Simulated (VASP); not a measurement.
# Ca (P6_3/mmc) in VASP: notebook

The runs below take Ca through single point, with PBEsol.

Everything below comes from runs of VASP 6.6.1. Logs are shortened: lines on timing, memory, paths and dates and some standing lists are left out, and cuts for length are marked.

**1. The cell of the first run**

The structure is hexagonal, space group P6_3/mmc (No. 194). The conventional cell has a = 3.852 Å, b = 3.852 Å, c = 6.246 Å, α = 90.00°, β = 90.00°, γ = 120.00°. Ca (site symmetry -6m2) has 12 Ca at 3.83 to 3.85 Å within 5.0 Å.

This isn't the form of Ca at room conditions, which is fcc.

**2. Single point, PBEsol (strain along c alone, the other axes held: -1.5 %)**

INCAR

```
SYSTEM = Ca
PREC = Accurate
ENCUT = 520
EDIFF = 1E-7
ISMEAR = 0
SIGMA = 0.1
LREAL = .FALSE.
LASPH = .TRUE.
NELM = 60
ALGO = Fast
ISIF = 2
LWAVE = .FALSE.
LCHARG = .FALSE.
GGA = PS
NBANDS = 17
```

KPOINTS

```
Automatic mesh
0
G
  12 12 8
  0 0 0
```

POSCAR

```
Ca
1.0
    3.8524073137      0.0000000000      0.0000000000
   -1.9262036569      3.3362825994      0.0000000000
    0.0000000000      0.0000000000      6.2458725352
Ca
2
Direct
    0.6666666667      0.3333333333      0.7500000000
    0.3333333333      0.6666666667      0.2500000000
```

Potentials or basis: VASP PAW PBE potentials, release 64 (Ca_sv).

Run with:

```console
cat potpaw_PBE.64/Ca_sv/POTCAR > POTCAR
mpirun -np 1 vasp_std > vasp.out
```

OUTCAR:

```text
SYSTEM = Ca
   PREC = Accurate
   ENCUT = 520
   EDIFF = 1E-7
   ISMEAR = 0
   LREAL = .FALSE.
   LASPH = .TRUE.
   NELM = 60
   ISIF = 2
   GGA = PS

 ion  position               nearest neighbor table
   1  0.667  0.333  0.750-
   2  0.333  0.667  0.250-

  LATTYP: Found a hexagonal cell.
 ALAT       =     3.8524073137
 C/A-ratio  =     1.6212907999

  Lattice vectors:

 A1 = (   3.8524073137,   0.0000000000,   0.0000000000)
 A2 = (  -1.9262036569,   3.3362825994,   0.0000000000)
 A3 = (   0.0000000000,   0.0000000000,   6.2458725352)

Analysis of symmetry for initial positions (statically):
=====================================================================
 Subroutine PRICEL returns:
 Original cell was already a primitive cell.

 Routine SETGRP: Setting up the symmetry group for a
 hexagonal supercell.

 Subroutine GETGRP returns: Found 24 space group operations
 (whereof 12 operations were pure point group operations)
 out of a pool of 24 trial point group operations.

The static configuration has the point symmetry D_3d.
 The point group associated with its full space group is D_6h.

Analysis of symmetry for dynamics (positions and initial velocities):
=====================================================================
 Subroutine PRICEL returns:
 Original cell was already a primitive cell.

 Routine SETGRP: Setting up the symmetry group for a
 hexagonal supercell.

 Subroutine GETGRP returns: Found 24 space group operations
 (whereof 12 operations were pure point group operations)
 out of a pool of 24 trial point group operations.

The dynamic configuration has the point symmetry D_3d.
 The point group associated with its full space group is D_6h.

 Subroutine INISYM returns: Found 24 space group operations
 (whereof 12 operations are pure point group operations),
 and found     1 'primitive' translations

----------------------------------------------------------------------------------------

                                     Primitive cell

  volume of cell :      80.2764

  direct lattice vectors                    reciprocal lattice vectors
     3.852407314  0.000000000  0.000000000     0.259577952  0.149867400  0.000000000
    -1.926203657  3.336282599  0.000000000     0.000000000  0.299734801  0.000000000
     0.000000000  0.000000000  6.245872535     0.000000000  0.000000000  0.160105733

  length of vectors
     3.852407314  3.852407314  6.245872535     0.299734801  0.299734801  0.160105733

  position of ions in fractional coordinates (direct lattice)
     0.666666667  0.333333333  0.750000000
     0.333333333  0.666666667  0.250000000

  ion indices of the primitive-cell ions
   primitive index   ion index
                 1           1
                 2           2

----------------------------------------------------------------------------------------

 KPOINTS: Automatic mesh

Automatic generation of k-mesh.
 Grid dimensions read from file:
 generate k-points for:   12   12    8

 Generating k-lattice:

  Cartesian coordinates                     Fractional coordinates (reciprocal lattice)
     0.021631496  0.012488950  0.000000000     0.083333333  0.000000000  0.000000000
     0.000000000  0.024977900  0.000000000     0.000000000  0.083333333  0.000000000
     0.000000000  0.000000000  0.020013217     0.000000000  0.000000000  0.125000000

  Length of vectors
     0.024977900  0.024977900  0.020013217

  Shift w.r.t. Gamma in fractional coordinates (k-lattice)
     0.000000000  0.000000000  0.000000000

 Subroutine IBZKPT returns following result:
 ===========================================

 Found     95 irreducible k-points:

 Following reciprocal coordinates:
            Coordinates               Weight
  0.000000  0.000000  0.000000      1.000000
  0.083333 -0.000000  0.000000      6.000000
  0.166667 -0.000000  0.000000      6.000000
  0.250000 -0.000000  0.000000      6.000000
  0.333333 -0.000000  0.000000      6.000000
  0.416667 -0.000000  0.000000      6.000000
[... 16 lines left out ...]
  0.250000 -0.000000  0.125000     12.000000
  0.333333 -0.000000  0.125000     12.000000
 [... further k-points ...]
   k-points           NKPTS =     95   k-points in BZ     NKDIM =     95   number of bands    NBANDS=     17
   number of dos      NEDOS =    301   number of ions     NIONS =      2
   total plane-waves  NPLWV =  43200
   dimension x,y,z NGX =    30 NGY =   30 NGZ =   48
   dimension x,y,z NGXF=    60 NGYF=   60 NGZF=   96
   ions per type =               2
   NGX,Y,Z   is equivalent  to a cutoff of  12.95, 12.95, 12.78 a.u.
   NGXF,Y,Z  is equivalent  to a cutoff of  25.89, 25.89, 25.55 a.u.
 SYSTEM =  Ca
   PREC   = accura    normal or accurate (medium, high low for compatibility)
   ISTART =      0    job   : 0-new  1-cont  2-samecut
   ICHARG =      2    charge: 1-file 2-atom 10-const
   ISPIN  =      1    spin polarized calculation?
   LNONCOLLINEAR =      F non collinear calculations
   LSORBIT =      F    spin-orbit coupling
   LASPH  =      T    aspherical Exc in radial PAW
   ENCUT  =  520.0 eV  38.22 Ry    6.18 a.u.   7.16  7.16 11.61*2*pi/ulx,y,z
   NELM   =     60;   NELMIN=  2; NELMDL= -5     # of ELM steps
   EDIFF  = 0.1E-06   stopping-criterion for ELM
   LREAL  =      F    real-space projection
   EDIFFG = 0.1E-05   stopping-criterion for IOM
   NSW    =      0    number of steps for IOM
   IBRION =     -1    ionic relax: 0-MD 1-quasi-New 2-CG
   NFREE  =      0    steps in history (QN), initial steepest desc. (CG)
   ISIF   =      2    stress and relaxation
   ISYM   =      2    0-nonsym 1-usesym 2-fastsym
   POTIM  = 0.5000    time-step for ionic-motion
   TEBEG  =    0.0;   TEEND  =   0.0 temperature during run
   PSTRESS=    0.0 pullay stress
   NELECT =      20.0000    total number of electrons
   NUPDOWN=      -1.0000    fix difference up-down
   EMIN   =  10.00;   EMAX   =-10.00  energy-range for DOS
   EFERMI =   0.00;   METHOD = LEGACY
   ISMEAR =     0;   SIGMA  =   0.10  broadening in eV -4-tet -1-fermi 0-gaus
   EFERMI_NEDOS =   21; number of points for ismear=-14 and -15
   IALGO  =     68    algorithm
   IMIX   =      4    mixing-type and parameters
     AMIX     =   0.40;   BMIX     =  1.00
     AMIX_MAG =   1.60;   BMIX_MAG =  1.00
  volume/ion in A,a.u.               =      40.14       270.87
  Fermi-wavevector in a.u.,A,eV,Ry     =   1.030122  1.946649 14.437848  1.061152
  Thomas-Fermi vector in A             =   2.164204
   LORBIT       =      0    0 simple, 1 ext, 2 COOP (PROOUT), +10 PAW based schemes
   GGA     = PS    functional components
   LHFCALC =     F    Hartree Fock is set to
   AEXX    =    0.0000 exact exchange contribution
   IVDW    =     0    specifies the selected vdW correction
   LEPSILON=     F    determine dielectric tensor
   LRPA    =     F    only Hartree local field effects (RPA)
 non-spin polarized calculation
 RMM-DIIS sequential band-by-band and
 Gauss-broadening in eV      SIGMA  =   0.10
  energy-cutoff  :      520.00
  volume of cell :       80.28
 maximum number of plane-waves:      2202
 NGX is ok and might be reduce to    30
   NGX = 15   NGY = 15   NGZ = 23

 number of electron      20.0000004 magnetization

 Free energy of the ion-electron system (eV)
  ---------------------------------------------------
  ext. energy  EPLUGINS =         0.00000000
  ---------------------------------------------------
  free energy    TOTEN  =        -4.26293542 eV

  energy without entropy =       -4.25384683  energy(sigma->0) =       -4.25839113

 E-fermi :   2.1579     XC(G=0):  -7.9704

 val. band max:        2.1295350271   @ k =   0.2500   0.0833   0.0000
 cond. band min:       2.1590697209   @ k =   0.3333  -0.0000   0.0000
 fundamental gap:      0.0295346937
 Fermi energy:         2.1579180132

 k-point     1 :       0.0000    0.0000    0.0000
  band No.  band energies     occupation
      1     -39.6231      2.00000
      2     -39.6048      2.00000
      3     -20.7758      2.00000
      4     -20.6350      2.00000
      5     -20.6350      2.00000
      6     -20.6108      2.00000
[... 9 lines left out ...]
     16       4.8030      0.00000
     17       5.1902      0.00000

 k-point     2 :       0.0833   -0.0000    0.0000
  band No.  band energies     occupation
      1     -39.6220      2.00000
      2     -39.6043      2.00000
      3     -20.7720      2.00000
      4     -20.6434      2.00000
      5     -20.6377      2.00000
      6     -20.6195      2.00000
[... 9 lines left out ...]
     16       4.8835      0.00000
     17       5.0939      0.00000

 k-point     3 :       0.1667   -0.0000    0.0000
  band No.  band energies     occupation
      1     -39.6191      2.00000
      2     -39.6031      2.00000
      3     -20.7611      2.00000
      4     -20.6664      2.00000
      5     -20.6449      2.00000
      6     -20.6430      2.00000
[... 9 lines left out ...]
     16       4.9036      0.00000
     17       4.9273      0.00000

 k-point     4 :       0.2500   -0.0000    0.0000
  band No.  band energies     occupation
      1     -39.6150      2.00000
      2     -39.6015      2.00000
      3     -20.7448      2.00000
      4     -20.6981      2.00000
      5     -20.6744      2.00000
      6     -20.6545      2.00000
[... 9 lines left out ...]
     16       5.1720      0.00000
     17       5.1894      0.00000

 k-point     5 :       0.3333   -0.0000    0.0000
  band No.  band energies     occupation
      1     -39.6107      2.00000
      2     -39.6002      2.00000
      3     -20.7300      2.00000
      4     -20.7258      2.00000
      5     -20.7050      2.00000
      6     -20.6638      2.00000
[... 9 lines left out ...]
     16       5.5478      0.00000
     17       5.6744      0.00000

 k-point     6 :       0.4167   -0.0000    0.0000
  band No.  band energies     occupation
      1     -39.6071      2.00000
      2     -39.5996      2.00000
      3     -20.7536      2.00000
      4     -20.7270      2.00000
      5     -20.7083      2.00000
      6     -20.6706      2.00000
[... 9 lines left out ...]
     16       6.0022      0.00000
     17       6.2015      0.00000

 k-point     7 :       0.5000   -0.0000    0.0000
  band No.  band energies     occupation
      1     -39.6056      2.00000
      2     -39.5996      2.00000
      3     -20.7622      2.00000
      4     -20.7350      2.00000
      5     -20.7001      2.00000
      6     -20.6730      2.00000
[... 9 lines left out ...]
     16       6.3462      0.00000
     17       6.4697      0.00000

 k-point     8 :       0.0833    0.0833    0.0000
  band No.  band energies     occupation
      1     -39.6201      2.00000
      2     -39.6035      2.00000
      3     -20.7646      2.00000
      4     -20.6576      2.00000
      5     -20.6465      2.00000
      6     -20.6322      2.00000
[... 9 lines left out ...]
     16       4.8394      0.00000
     17       4.9868      0.00000
[... 203 lines left out ...]
      1     -39.6012      2.00000
      2     -39.6012      2.00000
      3     -20.7359      2.00000
      4     -20.7114      2.00000
      5     -20.7114      2.00000
      6     -20.6842      2.00000
[... 9 lines left out ...]
     16       6.0258      0.00000
     17       6.1386      0.00000

 k-point    20 :       0.0000    0.0000    0.1250
  band No.  band energies     occupation
      1     -39.6224      2.00000
      2     -39.6055      2.00000
      3     -20.7693      2.00000
      4     -20.6341      2.00000
      5     -20.6341      2.00000
      6     -20.6117      2.00000
[... 9 lines left out ...]
     16       4.7596      0.00000
     17       5.2702      0.00000

 k-point    21 :       0.0833   -0.0000    0.1250
  band No.  band energies     occupation
      1     -39.6214      2.00000
      2     -39.6050      2.00000
      3     -20.7659      2.00000
      4     -20.6423      2.00000
      5     -20.6368      2.00000
      6     -20.6226      2.00000
[... 9 lines left out ...]
     16       4.8290      0.00000
     17       5.1954      0.00000

 k-point    22 :       0.1667   -0.0000    0.1250
  band No.  band energies     occupation
      1     -39.6185      2.00000
      2     -39.6037      2.00000
      3     -20.7564      2.00000
      4     -20.6646      2.00000
      5     -20.6466      2.00000
      6     -20.6439      2.00000
[... 9 lines left out ...]
     16       4.9504      0.00000
     17       5.1272      0.00000

 k-point    23 :       0.2500   -0.0000    0.1250
  band No.  band energies     occupation
      1     -39.6145      2.00000
      2     -39.6020      2.00000
      3     -20.7436      2.00000
      4     -20.6941      2.00000
      5     -20.6778      2.00000
      6     -20.6533      2.00000
[... 9 lines left out ...]
     16       5.1820      0.00000
     17       5.4420      0.00000

 k-point    24 :       0.3333   -0.0000    0.1250
  band No.  band energies     occupation
      1     -39.6103      2.00000
      2     -39.6006      2.00000
      3     -20.7413      2.00000
      4     -20.7142      2.00000
      5     -20.7049      2.00000
      6     -20.6625      2.00000
[... 9 lines left out ...]
     16       5.5726      0.00000
     17       5.6926      0.00000

 [... further k-points ...]

------------------------ aborting loop because EDIFF is reached ----------------------------------------

  FORCE on cell =-STRESS in cart. coord.  units (eV):
  Direction    XX          YY          ZZ          XY          YZ          ZX
  --------------------------------------------------------------------------------------
  -------------------------------------------------------------------------------------
  Total        0.0583969      0.0583969      0.3532673     -0.0000000     -0.0000000      0.0000000
  in kB        1.1654997      1.1654997      7.0505975     -0.0000000     -0.0000000      0.0000000
  external PRESSURE =       3.1271990 kB  Pullay stress =       0.0000000 kB

 VOLUME and BASIS-vectors are now :
 -----------------------------------------------------------------------------
  energy-cutoff  :      520.00
  volume of cell :       80.28
      direct lattice vectors                 reciprocal lattice vectors
     3.852407314  0.000000000  0.000000000     0.259577952  0.149867400  0.000000000
    -1.926203657  3.336282599  0.000000000     0.000000000  0.299734801  0.000000000
     0.000000000  0.000000000  6.245872535     0.000000000  0.000000000  0.160105733

 POSITION                                       TOTAL-FORCE (eV/Angst)
 -----------------------------------------------------------------------------------
      1.92620      1.11209      4.68440        -0.000000     -0.000000      0.000000
     -0.00000      2.22419      1.56147         0.000000      0.000000      0.000000
 -----------------------------------------------------------------------------------
    total drift:                               -0.000000      0.000000      0.000000

  FREE ENERGIE OF THE ION-ELECTRON SYSTEM (eV)
  ---------------------------------------------------
  free  energy   TOTEN  =        -4.2629354200 eV

  energy  without entropy=       -4.2538468326  energy(sigma->0) =       -4.25839113
```

Run time: 1.8 min. Hardware: 1 thread of Oxide Virtual Turin-like, shared host; peak memory 0.23 GiB.

Results:

- Free energy: -4.2629 eV
- Pressure: 0.3 GPa
- Band gap on the k mesh: zero (bands 10 and 11 overlap by 0.48 eV)

Stress tensor (GPa, compression positive):
```
0.12 0.00 0.00
0.00 0.12 0.00
0.00 0.00 0.71
```

Levels at points of the mesh, in eV from the Fermi level:
```tsv
k point	band 7	band 8	band 9	band 10	band 11	band 12	band 13	band 14
(0.00, 0.00, 0.00)	-22.77	-22.76	-4.19	-1.08	-0.15	2.30	2.30	2.34
(0.50, 0.00, 0.00)	-22.80	-22.79	-1.19	-0.73	0.15	0.31	1.40	1.99
(0.00, 0.00, 0.50)	-22.78	-22.78	-3.12	-3.12	1.41	1.41	2.29	2.29
(0.50, 0.00, 0.50)	-22.81	-22.81	-0.77	-0.77	0.10	0.10	1.46	1.46
```

Caveat: the cell differs from its parent crystal (strain along c alone, the other axes held: -1.5 %); the PAW data sets were made with another functional, which shifts forces and pressure a little.

(Continued in part 2 of 2.)

The gap in the log of VASP goes by the Fermi energy; the results here count the filled bands.